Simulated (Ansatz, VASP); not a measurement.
## Ru: VASP beside Ansatz

```xyz
1
Lattice="2.4463 0.0000 0.0000 0.0000 2.4463 0.0000 0.0000 0.0000 2.4463" Properties=species:S:1:pos:R:3 pbc="T T T"
Ru    0.0000    0.0000    0.0000
```

Alike in both runs: task relaxation of cell and atoms; functional r2SCAN; k mesh 13 × 13 × 13; occupations fermi-dirac, width 0.1 eV; no spin polarisation.

```csv
,VASP,Ansatz
version,VASP 6.6.1,Ansatz 0.2.0
potentials or method,"VASP PAW PBE potentials, release 64 (Ru_pv), cutoff 600 eV","plane waves (500 eV) with PAW, scalar-relativistic"
valence electrons in the cell,14,16
```

|  | VASP | Ansatz | Ansatz less VASP |
| --- | --- | --- | --- |
| relaxed volume (Å³/atom) | 15.55 | 15.47 | -0.086 |
| relaxed cell length with the largest relative difference (Å) | 2.496 | 2.491 | -0.0046 |

VASP's potentials were made for PBE, not for r2SCAN. VASP's potentials hold 14 valence electrons a cell and Ansatz's 16, so a difference there can come from the potentials and not from the codes.
